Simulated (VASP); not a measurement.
# Ti3Al11 in VASP: single point with PBEsol

Aim: the single point of Ti3Al11 with PBEsol.

Program: VASP 6.6.1. These are calculated values, not measurements. Logs are shortened: lines on timing, memory, paths and dates and some standing lists are left out, and cuts for length are marked.

## (1) The cell of the first run

The cell holds a slab with vacuum, 14 atoms: a = 5.057 Å, b = 5.057 Å, c = 25.094 Å, α = 90.00°, β = 90.00°, γ = 64.49°.

## (2) Single point, PBEsol

Input file INCAR:

```
ALGO     = Normal         # electronic algorithm
DIPOL    = 0.5 0.5 0.501
EDIFF    = 1E-6           # SCF threshold, eV
ENCUT    = 520            # plane-wave cutoff, eV
GGA      = PS             # functional
IDIPOL   = 3            
ISIF     = 2              # what is computed and relaxed
ISMEAR   = 0              # smearing method
LASPH    = True           # aspherical terms in the spheres
LCHARG   = False          # write CHGCAR
LDIPOL   = True         
LREAL    = False          # projectors in reciprocal space
LWAVE    = False          # write WAVECAR
NBANDS   = 48             # bands
NELM     = 60             # most SCF steps
PREC     = Accurate       # precision mode
SIGMA    = 0.1            # smearing width, eV
```

Input file KPOINTS:

```
k-points
0
Gamma
  6 6 1
```

Input file POSCAR:

```
Ti3Al11
1.0
    5.0568671652      0.0000000000      0.0000000000
    2.1779290429      4.5638285037      0.0000000000
    0.0000000000      0.0000000000     25.0939999059
Al Ti
11 3
Direct
    0.5000000000      0.0000000000      0.3387263900
    0.0000000000      0.5000000000      0.3387263900
    0.0000000000      0.0000000000      0.3924842600
    0.0000000000      0.5000000000      0.4462421300
    0.5000000000      0.0000000000      0.4462421300
    0.5000000000      0.5000000000      0.5005466325
    0.5000000000      0.0000000000      0.5541079365
    0.0000000000      0.5000000000      0.5541079365
    0.0000000000      0.0000000000      0.6159509017
    0.0000000000      0.5000000000      0.6590355929
    0.5000000000      0.0000000000      0.6590355929
    0.5000000000      0.5000000000      0.3924842600
    0.0000000000      0.0000000000      0.5019834195
    0.5000000000      0.5000000000      0.6083841792
```

Potentials or basis: VASP PAW PBE potentials, release 64 (Al, Ti_sv).

Command:

```bash
$ cat potpaw_PBE.64/Al/POTCAR potpaw_PBE.64/Ti_sv/POTCAR > POTCAR
$ mpirun -np 1 vasp_std > vasp.out
```

OUTCAR:

```text
EDIFF = 1E-6
   ENCUT = 520
   GGA = PS
   ISIF = 2
   ISMEAR = 0
   LASPH = True
   LREAL = False
   NELM = 60
   PREC = Accurate

 ion  position               nearest neighbor table
   1  0.500  0.000  0.339-   2 2.70   2 2.70   5 2.70   3 2.87   3 2.87  12 2.87  12 2.87
   2  0.000  0.500  0.339-   1 2.70   1 2.70   4 2.70  12 2.87  12 2.87   3 2.87   3 2.87
   3  0.000  0.000  0.392-  12 2.70  12 2.70  13 2.75   5 2.87   5 2.87   1 2.87   1 2.87   4 2.87
                             4 2.87   2 2.87   2 2.87
   4  0.000  0.500  0.446-   5 2.70   5 2.70   2 2.70   8 2.71  12 2.87  12 2.87   3 2.87   3 2.87
                             6 2.87   6 2.87  13 2.89  13 2.89
   5  0.500  0.000  0.446-   4 2.70   4 2.70   1 2.70   7 2.71   3 2.87   3 2.87  12 2.87  12 2.87
                             6 2.87   6 2.87  13 2.89  13 2.89
   6  0.500  0.500  0.501-  13 2.70  13 2.70  14 2.71  12 2.71   8 2.86   8 2.86   7 2.86   7 2.86
                             4 2.87   4 2.87   5 2.87   5 2.87
   7  0.500  0.000  0.554-  11 2.63   8 2.70   8 2.70   5 2.71  13 2.85  13 2.85   6 2.86   6 2.86
                            14 2.87  14 2.87   9 2.97   9 2.97
   8  0.000  0.500  0.554-  10 2.63   7 2.70   7 2.70   4 2.71  13 2.85  13 2.85   6 2.86   6 2.86
                            14 2.87  14 2.87   9 2.97   9 2.97
   9  0.000  0.000  0.616-  14 2.70  14 2.70  11 2.75  11 2.75  10 2.75  10 2.75  13 2.86   7 2.97
                             7 2.97   8 2.97   8 2.97
  10  0.000  0.500  0.659-   8 2.63  11 2.70  11 2.70   9 2.75   9 2.75  14 2.83  14 2.83
  11  0.500  0.000  0.659-   7 2.63  10 2.70  10 2.70   9 2.75   9 2.75  14 2.83  14 2.83
  12  0.500  0.500  0.392-   3 2.70   3 2.70   6 2.71   4 2.87   4 2.87   2 2.87   2 2.87   5 2.87
                             5 2.87   1 2.87   1 2.87
  13  0.000  0.000  0.502-   6 2.70   6 2.70   3 2.75   7 2.85   7 2.85   8 2.85   8 2.85   9 2.86
                             5 2.89   5 2.89   4 2.89   4 2.89
  14  0.500  0.500  0.608-   9 2.70   9 2.70   6 2.71  10 2.83  10 2.83  11 2.83  11 2.83   8 2.87
                             8 2.87   7 2.87   7 2.87

  LATTYP: Found a base centered orthorhombic cell.
 ALAT       =     5.3959999373
 B/A-ratio  =     1.5852471674
 C/A-ratio  =     4.6504818750

  Lattice vectors:

 A1 = (  -2.1779290429,  -4.5638285037,   0.0000000000)
 A2 = (   5.0568671652,   0.0000000000,   0.0000000000)
 A3 = (   0.0000000000,   0.0000000000,  25.0939999059)

Analysis of symmetry for initial positions (statically):
=====================================================================
 Subroutine PRICEL returns:
 Original cell was already a primitive cell.

 Routine SETGRP: Setting up the symmetry group for a
 base centered orthorhombic supercell.

 Subroutine GETGRP returns: Found  4 space group operations
 (whereof  4 operations were pure point group operations)
 out of a pool of  8 trial point group operations.

The static configuration has the point symmetry C_2v.

Analysis of symmetry for dynamics (positions and initial velocities):
=====================================================================
 Subroutine PRICEL returns:
 Original cell was already a primitive cell.

 Routine SETGRP: Setting up the symmetry group for a
 base centered orthorhombic supercell.

 Subroutine GETGRP returns: Found  4 space group operations
 (whereof  4 operations were pure point group operations)
 out of a pool of  8 trial point group operations.

The dynamic configuration has the point symmetry C_2v.

 Subroutine INISYM returns: Found  4 space group operations
 (whereof  4 operations are pure point group operations),
 and found     1 'primitive' translations

----------------------------------------------------------------------------------------

                                     Primitive cell

  volume of cell :     579.1363

  direct lattice vectors                    reciprocal lattice vectors
     5.056867165  0.000000000  0.000000000     0.197750893 -0.094369763  0.000000000
     2.177929043  4.563828504  0.000000000     0.000000000  0.219114281  0.000000000
     0.000000000  0.000000000 25.093999906     0.000000000  0.000000000  0.039850164

  length of vectors
     5.056867165  5.056867165 25.093999906     0.219114281  0.219114281  0.039850164

  position of ions in fractional coordinates (direct lattice)
     0.500000000  0.000000000  0.338726390
     0.000000000  0.500000000  0.338726390
     0.000000000  0.000000000  0.392484260
     0.000000000  0.500000000  0.446242130
     0.500000000  0.000000000  0.446242130
     0.500000000  0.500000000  0.500546632
     0.500000000  0.000000000  0.554107937
     0.000000000  0.500000000  0.554107937
     0.000000000  0.000000000  0.615950902
     0.000000000  0.500000000  0.659035593
     0.500000000  0.000000000  0.659035593
     0.500000000  0.500000000  0.392484260
     0.000000000  0.000000000  0.501983420
     0.500000000  0.500000000  0.608384179

  ion indices of the primitive-cell ions
[... 27 lines left out ...]
     0.032958482 -0.015728294  0.000000000     0.166666667  0.000000000  0.000000000
     0.000000000  0.036519047  0.000000000     0.000000000  0.166666667  0.000000000
     0.000000000  0.000000000  0.039850164     0.000000000  0.000000000  1.000000000

  Length of vectors
     0.036519047  0.036519047  0.039850164

  Shift w.r.t. Gamma in fractional coordinates (k-lattice)
     0.000000000  0.000000000  0.000000000

 Subroutine IBZKPT returns following result:
 ===========================================

 Found     13 irreducible k-points:

 Following reciprocal coordinates:
            Coordinates               Weight
  0.000000  0.000000  0.000000      1.000000
  0.166667  0.000000  0.000000      4.000000
  0.333333  0.000000  0.000000      4.000000
  0.500000 -0.000000  0.000000      2.000000
  0.166667  0.166667  0.000000      2.000000
  0.333333  0.166667  0.000000      4.000000
  0.500000  0.166667  0.000000      4.000000
 -0.333333  0.166667  0.000000      4.000000
 -0.166667  0.166667  0.000000      2.000000
  0.333333  0.333333  0.000000      2.000000
  0.500000  0.333333  0.000000      4.000000
 -0.333333  0.333333  0.000000      2.000000
  0.500000  0.500000  0.000000      1.000000
   k-points           NKPTS =     13   k-points in BZ     NKDIM =     13   number of bands    NBANDS=     48
   number of dos      NEDOS =    301   number of ions     NIONS =     14
   total plane-waves  NPLWV = 307200
   dimension x,y,z NGX =    40 NGY =   40 NGZ =  192
   dimension x,y,z NGXF=    80 NGYF=   80 NGZF=  384
   ions per type =              11   3
   NGX,Y,Z   is equivalent  to a cutoff of  13.15, 13.15, 12.72 a.u.
   NGXF,Y,Z  is equivalent  to a cutoff of  26.30, 26.30, 25.44 a.u.
 SYSTEM =  unknown system
   PREC   = accura    normal or accurate (medium, high low for compatibility)
   ISTART =      0    job   : 0-new  1-cont  2-samecut
   ICHARG =      2    charge: 1-file 2-atom 10-const
   ISPIN  =      1    spin polarized calculation?
   LNONCOLLINEAR =      F non collinear calculations
   LSORBIT =      F    spin-orbit coupling
   LASPH  =      T    aspherical Exc in radial PAW
   ENCUT  =  520.0 eV  38.22 Ry    6.18 a.u.   9.40  9.40 46.66*2*pi/ulx,y,z
   NELM   =     60;   NELMIN=  2; NELMDL= -5     # of ELM steps
   EDIFF  = 0.1E-05   stopping-criterion for ELM
   LREAL  =      F    real-space projection
   EDIFFG = 0.1E-04   stopping-criterion for IOM
   NSW    =      0    number of steps for IOM
   IBRION =     -1    ionic relax: 0-MD 1-quasi-New 2-CG
   NFREE  =      0    steps in history (QN), initial steepest desc. (CG)
   ISIF   =      2    stress and relaxation
   ISYM   =      2    0-nonsym 1-usesym 2-fastsym
   POTIM  = 0.5000    time-step for ionic-motion
   TEBEG  =    0.0;   TEEND  =   0.0 temperature during run
   PSTRESS=    0.0 pullay stress
   NELECT =      69.0000    total number of electrons
   NUPDOWN=      -1.0000    fix difference up-down
   EMIN   =  10.00;   EMAX   =-10.00  energy-range for DOS
   EFERMI =   0.00;   METHOD = LEGACY
   ISMEAR =     0;   SIGMA  =   0.10  broadening in eV -4-tet -1-fermi 0-gaus
   EFERMI_NEDOS =   21; number of points for ismear=-14 and -15
   IALGO  =     38    algorithm
   IMIX   =      4    mixing-type and parameters
     AMIX     =   0.40;   BMIX     =  1.00
     AMIX_MAG =   1.60;   BMIX_MAG =  1.00
  volume/ion in A,a.u.               =      41.37       279.16
  Fermi-wavevector in a.u.,A,eV,Ry     =   0.805559  1.522287  8.829175  0.648926
  Thomas-Fermi vector in A             =   1.913827
   LORBIT       =      0    0 simple, 1 ext, 2 COOP (PROOUT), +10 PAW based schemes
   GGA     = PS    functional components
   LHFCALC =     F    Hartree Fock is set to
   AEXX    =    0.0000 exact exchange contribution
   IVDW    =     0    specifies the selected vdW correction
   LEPSILON=     F    determine dielectric tensor
   LRPA    =     F    only Hartree local field effects (RPA)
 non-spin polarized calculation
 Gauss-broadening in eV      SIGMA  =   0.10
  energy-cutoff  :      520.00
  volume of cell :      579.14
 maximum number of plane-waves:     15636
 NGX is ok and might be reduce to    40
   NGX = 19   NGY = 19   NGZ = 93

 dipolmoment           0.000000      0.000000     -0.001619 electrons x Angstroem

 number of electron      69.0000011 magnetization

 dipolmoment           0.000000      0.000000      0.002192 electrons x Angstroem

 Free energy of the ion-electron system (eV)
  ---------------------------------------------------
  ext. energy  EPLUGINS =         0.00000000
  ---------------------------------------------------
  free energy    TOTEN  =       -70.75881280 eV

  energy without entropy =      -70.70798943  energy(sigma->0) =      -70.73340112

 E-fermi :   0.5268     XC(G=0):  -4.9050

 val. band max:        0.5184197324   @ k =  -0.3333   0.1667   0.0000
 cond. band min:       0.5455552697   @ k =   0.5000   0.1667   0.0000
 fundamental gap:      0.0271355373
 Fermi energy:         0.5268361049

 k-point     1 :       0.0000    0.0000    0.0000
  band No.  band energies     occupation
      1     -55.7476      2.00000
      2     -55.6953      2.00000
      3     -55.6600      2.00000
      4     -32.2449      2.00000
      5     -32.1920      2.00000
      6     -32.0864      2.00000
[... 626 lines left out ...]
     45       3.0998      0.00000
     46       3.2577      0.00000
 [bands above 46 left out]

------------------------ aborting loop because EDIFF is reached ----------------------------------------

 vacuum level on the upper side and lower side of the slab       (xc-potential included)        -0.076        -0.098

  FORCE on cell =-STRESS in cart. coord.  units (eV):
  Direction    XX          YY          ZZ          XY          YZ          ZX
  --------------------------------------------------------------------------------------
  -------------------------------------------------------------------------------------
  Total       -4.4513296     -3.5110733     -1.0649868     -0.9851488      0.0000000      0.0000000
  in kB      -12.3145794     -9.7133655     -2.9462802     -2.7254088      0.0000000      0.0000000
  external PRESSURE =      -8.3247417 kB  Pullay stress =       0.0000000 kB

 VOLUME and BASIS-vectors are now :
 -----------------------------------------------------------------------------
  energy-cutoff  :      520.00
  volume of cell :      579.14
      direct lattice vectors                 reciprocal lattice vectors
     5.056867165  0.000000000  0.000000000     0.197750893 -0.094369763  0.000000000
     2.177929043  4.563828504  0.000000000     0.000000000  0.219114281  0.000000000
     0.000000000  0.000000000 25.093999906     0.000000000  0.000000000  0.039850164

 POSITION                                       TOTAL-FORCE (eV/Angst)
 -----------------------------------------------------------------------------------
      2.52843      0.00000      8.50000        -0.000000      0.000000      0.395960
      1.08896      2.28191      8.50000         0.000000      0.000000      0.395960
      0.00000      0.00000      9.84900         0.000000      0.000000     -0.672348
      1.08896      2.28191     11.19800         0.000000      0.000000     -0.031373
      2.52843      0.00000     11.19800         0.000000      0.000000     -0.031373
      3.61740      2.28191     12.56072         0.000000      0.000000     -0.000173
      2.52843      0.00000     13.90478         0.000000      0.000000     -0.000813
      1.08896      2.28191     13.90478         0.000000      0.000000     -0.000813
      0.00000      0.00000     15.45667         0.000000      0.000000     -0.000235
      1.08896      2.28191     16.53784        -0.000000      0.000000      0.008101
      2.52843      0.00000     16.53784         0.000000      0.000000      0.008101
      3.61740      2.28191      9.84900        -0.000000      0.000000     -0.073378
      0.00000      0.00000     12.59677        -0.000000      0.000000     -0.000444
      3.61740      2.28191     15.26679        -0.000000      0.000000      0.002828
 -----------------------------------------------------------------------------------
    total drift:                                0.000000      0.000000     -0.000300

  FREE ENERGIE OF THE ION-ELECTRON SYSTEM (eV)
  ---------------------------------------------------
  free  energy   TOTEN  =       -70.7588128050 eV

  energy  without entropy=      -70.7079894346  energy(sigma->0) =      -70.73340112

 vacuum level on the upper side and lower side of the slab         4.717         4.691
```

Wall time 27 min (1 thread of Intel Xeon 8259CL, shared host); peak memory 0.77 GiB.

What came out:

```
Free energy            : -70.7588 eV
Largest force          : 0.672 eV/Å
Band gap on the k mesh : zero (an odd number of electrons rules out a gap without spin polarisation)
```

Forces in eV/Å, atoms in the order of the input:
```
Al   0.000  0.000  0.396
Al   0.000  0.000  0.396
Al   0.000  0.000 -0.672
Al   0.000  0.000 -0.031
Al   0.000  0.000 -0.031
Al   0.000  0.000  0.000
Al   0.000  0.000 -0.001
Al   0.000  0.000 -0.001
Al   0.000  0.000  0.000
Al   0.000  0.000  0.008
Al   0.000  0.000  0.008
Ti   0.000  0.000 -0.073
Ti   0.000  0.000  0.000
Ti   0.000  0.000  0.003
```

Caveat: the PAW data sets were made with another functional, which shifts forces and pressure a little.

The gap in the log of VASP goes by the Fermi energy; the results here count the filled bands.